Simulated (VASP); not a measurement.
# BPd4 (P4/mmm) in VASP: further runs

Runs on BPd4. Level: PBE. Tasks: single point.

Everything below comes from runs of VASP 6.6.1. Logs are shortened: lines on timing, memory, paths and dates and some standing lists are left out, and cuts for length are marked.

## Step 1: The cell of the first run

The structure is tetragonal, space group P4/mmm (No. 123). The conventional cell has a = 4.615 Å, b = 4.615 Å, c = 3.823 Å, α = 90.00°, β = 90.00°, γ = 90.00°. B (site symmetry 4/mmm) has 16 Pd at 3.14 Å and 2 B at 3.82 Å within 4.1 Å. Within 2.5 Å of Pd (site symmetry m2m) lie 3 Pd at 1.89 to 1.93 Å.

## Step 2: Single point, PBE

Input file INCAR:

```
PREC = Accurate
ENCUT = 520
EDIFF = 1E-6
ISMEAR = 0
SIGMA = 0.1
LREAL = F
LASPH = T
NELM = 80
ALGO = Normal
ISIF = 2
LWAVE = F
LCHARG = F
GGA = PE
NBANDS = 30
```

Input file KPOINTS:

```
Automatic mesh
0
Gamma
  4 4 4
```

Input file POSCAR:

```
BPd4
1.0
    4.6152548200      0.0000000000      0.0000000000
    0.0000000000      4.6152548200      0.0000000000
    0.0000000000      0.0000000000      3.8225182500
B Pd
1 4
Direct
    0.5000000000      0.5000000000      0.0000000000
    0.2950103500      0.0000000000      0.5000000000
    0.7049896500      0.0000000000      0.5000000000
    0.0000000000      0.2950103500      0.5000000000
    0.0000000000      0.7049896500      0.5000000000
```

Potentials or basis: VASP PAW PBE potentials, release 64 (B, Pd).

Run with:

```console
cat potpaw_PBE.64/B/POTCAR potpaw_PBE.64/Pd/POTCAR > POTCAR
mpirun -np 1 vasp_std > vasp.out
```

OUTCAR:

```text
PREC = Accurate
   ENCUT = 520
   EDIFF = 1E-6
   ISMEAR = 0
   LREAL = F
   LASPH = T
   NELM = 80
   ISIF = 2
   GGA = PE

 ion  position               nearest neighbor table
   1  0.500  0.500  0.000-
   2  0.295  0.000  0.500-   3 1.89   4 1.93   5 1.93   3 2.72
   3  0.705  0.000  0.500-   2 1.89   4 1.93   5 1.93   2 2.72
   4  0.000  0.295  0.500-   5 1.89   3 1.93   2 1.93   5 2.72
   5  0.000  0.705  0.500-   4 1.89   3 1.93   2 1.93   4 2.72

  LATTYP: Found a simple tetragonal cell.
 ALAT       =     4.6152548200
 C/A-ratio  =     0.8282355794

  Lattice vectors:

 A1 = (   4.6152548200,   0.0000000000,   0.0000000000)
 A2 = (   0.0000000000,   4.6152548200,   0.0000000000)
 A3 = (   0.0000000000,   0.0000000000,   3.8225182500)

Analysis of symmetry for initial positions (statically):
=====================================================================
 Subroutine PRICEL returns:
 Original cell was already a primitive cell.

 Routine SETGRP: Setting up the symmetry group for a
 simple tetragonal supercell.

 Subroutine GETGRP returns: Found 16 space group operations
 (whereof 16 operations were pure point group operations)
 out of a pool of 16 trial point group operations.

The static configuration has the point symmetry D_4h.

Analysis of symmetry for dynamics (positions and initial velocities):
=====================================================================
 Subroutine PRICEL returns:
 Original cell was already a primitive cell.

 Routine SETGRP: Setting up the symmetry group for a
 simple tetragonal supercell.

 Subroutine GETGRP returns: Found 16 space group operations
 (whereof 16 operations were pure point group operations)
 out of a pool of 16 trial point group operations.

The dynamic configuration has the point symmetry D_4h.

 Subroutine INISYM returns: Found 16 space group operations
 (whereof 16 operations are pure point group operations),
 and found     1 'primitive' translations

----------------------------------------------------------------------------------------

                                     Primitive cell

  volume of cell :      81.4218

  direct lattice vectors                    reciprocal lattice vectors
     4.615254820  0.000000000  0.000000000     0.216672760  0.000000000  0.000000000
     0.000000000  4.615254820  0.000000000     0.000000000  0.216672760  0.000000000
     0.000000000  0.000000000  3.822518250     0.000000000  0.000000000  0.261607646

  length of vectors
     4.615254820  4.615254820  3.822518250     0.216672760  0.216672760  0.261607646

  position of ions in fractional coordinates (direct lattice)
     0.500000000  0.500000000  0.000000000
     0.295010350  0.000000000  0.500000000
     0.704989650  0.000000000  0.500000000
     0.000000000  0.295010350  0.500000000
     0.000000000  0.704989650  0.500000000

  ion indices of the primitive-cell ions
   primitive index   ion index
                 1           1
                 2           2
                 3           3
                 4           4
                 5           5

----------------------------------------------------------------------------------------

 KPOINTS: Automatic mesh

Automatic generation of k-mesh.
 Grid dimensions read from file:
 generate k-points for:    4    4    4

 Generating k-lattice:

  Cartesian coordinates                     Fractional coordinates (reciprocal lattice)
     0.054168190  0.000000000  0.000000000     0.250000000  0.000000000  0.000000000
     0.000000000  0.054168190  0.000000000     0.000000000  0.250000000  0.000000000
     0.000000000  0.000000000  0.065401911     0.000000000  0.000000000  0.250000000

  Length of vectors
     0.054168190  0.054168190  0.065401911

  Shift w.r.t. Gamma in fractional coordinates (k-lattice)
     0.000000000  0.000000000  0.000000000

 Subroutine IBZKPT returns following result:
 ===========================================

 Found     18 irreducible k-points:

 Following reciprocal coordinates:
            Coordinates               Weight
  0.000000  0.000000  0.000000      1.000000
  0.250000  0.000000  0.000000      4.000000
  0.500000  0.000000  0.000000      2.000000
  0.250000  0.250000  0.000000      4.000000
  0.500000  0.250000  0.000000      4.000000
  0.500000  0.500000  0.000000      1.000000
[... 10 lines left out ...]
  0.500000  0.250000  0.500000      4.000000
  0.500000  0.500000  0.500000      1.000000
   k-points           NKPTS =     18   k-points in BZ     NKDIM =     18   number of bands    NBANDS=     30
   number of dos      NEDOS =    301   number of ions     NIONS =      5
   total plane-waves  NPLWV =  36288
   dimension x,y,z NGX =    36 NGY =   36 NGZ =   28
   dimension x,y,z NGXF=    72 NGYF=   72 NGZF=   56
   ions per type =               1   4
   NGX,Y,Z   is equivalent  to a cutoff of  12.97, 12.97, 12.18 a.u.
   NGXF,Y,Z  is equivalent  to a cutoff of  25.94, 25.94, 24.36 a.u.
 SYSTEM =  unknown system
   PREC   = accura    normal or accurate (medium, high low for compatibility)
   ISTART =      0    job   : 0-new  1-cont  2-samecut
   ICHARG =      2    charge: 1-file 2-atom 10-const
   ISPIN  =      1    spin polarized calculation?
   LNONCOLLINEAR =      F non collinear calculations
   LSORBIT =      F    spin-orbit coupling
   LASPH  =      T    aspherical Exc in radial PAW
   ENCUT  =  520.0 eV  38.22 Ry    6.18 a.u.   8.58  8.58  7.11*2*pi/ulx,y,z
   NELM   =     80;   NELMIN=  2; NELMDL= -5     # of ELM steps
   EDIFF  = 0.1E-05   stopping-criterion for ELM
   LREAL  =      F    real-space projection
   EDIFFG = 0.1E-04   stopping-criterion for IOM
   NSW    =      0    number of steps for IOM
   IBRION =     -1    ionic relax: 0-MD 1-quasi-New 2-CG
   NFREE  =      0    steps in history (QN), initial steepest desc. (CG)
   ISIF   =      2    stress and relaxation
   ISYM   =      2    0-nonsym 1-usesym 2-fastsym
   POTIM  = 0.5000    time-step for ionic-motion
   TEBEG  =    0.0;   TEEND  =   0.0 temperature during run
   PSTRESS=    0.0 pullay stress
   NELECT =      43.0000    total number of electrons
   NUPDOWN=      -1.0000    fix difference up-down
   EMIN   =  10.00;   EMAX   =-10.00  energy-range for DOS
   EFERMI =   0.00;   METHOD = LEGACY
   ISMEAR =     0;   SIGMA  =   0.10  broadening in eV -4-tet -1-fermi 0-gaus
   EFERMI_NEDOS =   21; number of points for ismear=-14 and -15
   IALGO  =     38    algorithm
   IMIX   =      4    mixing-type and parameters
     AMIX     =   0.40;   BMIX     =  1.00
     AMIX_MAG =   1.60;   BMIX_MAG =  1.00
  volume/ion in A,a.u.               =      16.28       109.89
  Fermi-wavevector in a.u.,A,eV,Ry     =   1.323277  2.500630 23.824635  1.751061
  Thomas-Fermi vector in A             =   2.452897
   LORBIT       =      0    0 simple, 1 ext, 2 COOP (PROOUT), +10 PAW based schemes
   GGA     = PE    functional components
   LHFCALC =     F    Hartree Fock is set to
   AEXX    =    0.0000 exact exchange contribution
   IVDW    =     0    specifies the selected vdW correction
   LEPSILON=     F    determine dielectric tensor
   LRPA    =     F    only Hartree local field effects (RPA)
 non-spin polarized calculation
 Gauss-broadening in eV      SIGMA  =   0.10
  energy-cutoff  :      520.00
  volume of cell :       81.42
 maximum number of plane-waves:      2216
 NGX is ok and might be reduce to    36
   NGX = 17   NGY = 17   NGZ = 15

 number of electron      43.0000008 magnetization

 Free energy of the ion-electron system (eV)
  ---------------------------------------------------
  ext. energy  EPLUGINS =         0.00000000
  ---------------------------------------------------
  free energy    TOTEN  =         1.35682157 eV

  energy without entropy =        1.39897630  energy(sigma->0) =        1.37789894

 E-fermi :   8.0307     XC(G=0): -11.3805

 val. band max:        8.0240574435   @ k =   0.2500   0.0000   0.0000
 cond. band min:       8.0337823564   @ k =   0.2500   0.2500   0.2500
 fundamental gap:      0.0097249129
 Fermi energy:         8.0307240612

 k-point     1 :       0.0000    0.0000    0.0000
  band No.  band energies     occupation
      1      -4.5923      2.00000
      2      -1.5027      2.00000
      3      -0.5535      2.00000
      4      -0.5535      2.00000
      5      -0.2955      2.00000
      6       0.5891      2.00000
[... 22 lines left out ...]
     29      15.2278      0.00000
     30      15.2278      0.00000

 k-point     2 :       0.2500    0.0000    0.0000
  band No.  band energies     occupation
      1      -4.0317      2.00000
      2      -1.4033      2.00000
      3      -1.1553      2.00000
      4      -0.8292      2.00000
      5       0.1705      2.00000
      6       1.0475      2.00000
[... 22 lines left out ...]
     29      15.1037      0.00000
     30      16.2780      0.00000

 k-point     3 :       0.5000    0.0000    0.0000
  band No.  band energies     occupation
      1      -3.1321      2.00000
      2      -1.8463      2.00000
      3      -1.4546      2.00000
      4      -0.5356      2.00000
      5       0.4647      2.00000
      6       0.5839      2.00000
[... 22 lines left out ...]
     29      15.1398      0.00000
     30      16.1416      0.00000

 k-point     4 :       0.2500    0.2500    0.0000
  band No.  band energies     occupation
      1      -3.4527      2.00000
      2      -2.2913      2.00000
      3      -0.8032      2.00000
      4      -0.0633      2.00000
      5       0.5362      2.00000
      6       1.1348      2.00000
[... 22 lines left out ...]
     29      15.4261      0.00000
     30      17.0416      0.00000

 k-point     5 :       0.5000    0.2500    0.0000
  band No.  band energies     occupation
      1      -2.8236      2.00000
      2      -2.4037      2.00000
      3      -0.5312      2.00000
      4      -0.1391      2.00000
      5       0.5048      2.00000
      6       1.0509      2.00000
[... 22 lines left out ...]
     29      15.5635      0.00000
     30      17.6888      0.00000
[... 328 lines left out ...]
     29      13.9532      0.00000
     30      14.0584      0.00000

 k-point    16 :       0.2500    0.2500    0.5000
  band No.  band energies     occupation
      1      -3.4286      2.00000
      2      -2.2548      2.00000
      3      -1.0113      2.00000
      4      -0.0316      2.00000
      5       0.5813      2.00000
      6       0.7973      2.00000
[... 22 lines left out ...]
     29      14.4155      0.00000
     30      14.5642      0.00000

 k-point    17 :       0.5000    0.2500    0.5000
  band No.  band energies     occupation
      1      -2.7728      2.00000
      2      -2.3842      2.00000
      3      -0.4851      2.00000
      4      -0.3583      2.00000
      5       0.2553      2.00000
      6       0.4772      2.00000
[... 22 lines left out ...]
     29      13.8892      0.00000
     30      15.2486      0.00000

 k-point    18 :       0.5000    0.5000    0.5000
  band No.  band energies     occupation
      1      -3.2063      2.00000
      2      -0.6543      2.00000
      3      -0.2088      2.00000
      4      -0.2088      2.00000
      5       0.0146      2.00000
      6       0.4548      2.00000
[... 22 lines left out ...]
     29      15.2131      0.00000
     30      15.2131      0.00000

------------------------ aborting loop because EDIFF is reached ----------------------------------------

  FORCE on cell =-STRESS in cart. coord.  units (eV):
  Direction    XX          YY          ZZ          XY          YZ          ZX
  --------------------------------------------------------------------------------------
  -------------------------------------------------------------------------------------
  Total       93.7707180     93.7707180     -3.0101067      0.0000000      0.0000000     -0.0000000
  in kB     1845.1721339   1845.1721339    -59.2313368      0.0000000      0.0000000     -0.0000000
  external PRESSURE =    1210.3709770 kB  Pullay stress =       0.0000000 kB

 VOLUME and BASIS-vectors are now :
 -----------------------------------------------------------------------------
  energy-cutoff  :      520.00
  volume of cell :       81.42
      direct lattice vectors                 reciprocal lattice vectors
     4.615254820  0.000000000  0.000000000     0.216672760  0.000000000  0.000000000
     0.000000000  4.615254820  0.000000000     0.000000000  0.216672760  0.000000000
     0.000000000  0.000000000  3.822518250     0.000000000  0.000000000  0.261607646

 POSITION                                       TOTAL-FORCE (eV/Angst)
 -----------------------------------------------------------------------------------
      2.30763      2.30763      0.00000        -0.000000      0.000000      0.000000
      1.36155      0.00000      1.91126         7.667513      0.000000      0.000000
      3.25371      0.00000      1.91126        -7.667513      0.000000      0.000000
      0.00000      1.36155      1.91126        -0.000000      7.667513      0.000000
      0.00000      3.25371      1.91126        -0.000000     -7.667513     -0.000000
 -----------------------------------------------------------------------------------
    total drift:                                0.000000      0.000000     -0.000000

  FREE ENERGIE OF THE ION-ELECTRON SYSTEM (eV)
  ---------------------------------------------------
  free  energy   TOTEN  =         1.3568215739 eV

  energy  without entropy=        1.3989762981  energy(sigma->0) =        1.37789894
```

It took 27 s on 1 thread of Intel Xeon Platinum 8488C (Sapphire Rapids), shared host; peak memory 0.19 GiB.

Results:

```
Free energy   : 1.3568 eV
Pressure      : 121.0 GPa
Largest force : 7.668 eV/Å
```

Forces in eV/Å, atoms in the order of the input:
```
B    0.000  0.000  0.000
Pd   7.668  0.000  0.000
Pd  -7.668  0.000  0.000
Pd   0.000  7.668  0.000
Pd   0.000 -7.668  0.000
```

Stress tensor (GPa, compression positive):
```
184.52   0.00   0.00
  0.00 184.52   0.00
  0.00   0.00  -5.92
```

Levels at points of the mesh, in eV from the Fermi level:
```
           k point  band 18  band 19  band 20  band 21  band 22  band 23  band 24  band 25
(0.00, 0.00, 0.00)    -1.62    -1.03    -1.03    -0.40     0.63     0.63     0.71     2.90
(0.50, 0.00, 0.00)    -1.89    -1.15    -1.06    -0.55    -0.48     1.09     1.17     2.03
(0.50, 0.50, 0.00)    -2.89    -1.81    -1.08    -0.97    -0.97     0.83     2.10     2.26
(0.00, 0.00, 0.50)    -1.66    -1.30    -1.30    -0.42     1.34     1.82     1.82     2.16
(0.50, 0.00, 0.50)    -1.52    -1.19    -1.07    -0.60    -0.37    -0.34    -0.05     1.79
(0.50, 0.50, 0.50)    -1.92    -1.74    -0.75    -0.58     0.56     0.56     0.80     0.80
```

Caveat: the k points lie up to 0.41 Å⁻¹ apart; forces of over 1 eV/Å act on the atoms, so gaps and moduli don't describe the material at rest.

(Continued in part 2 of 2.)
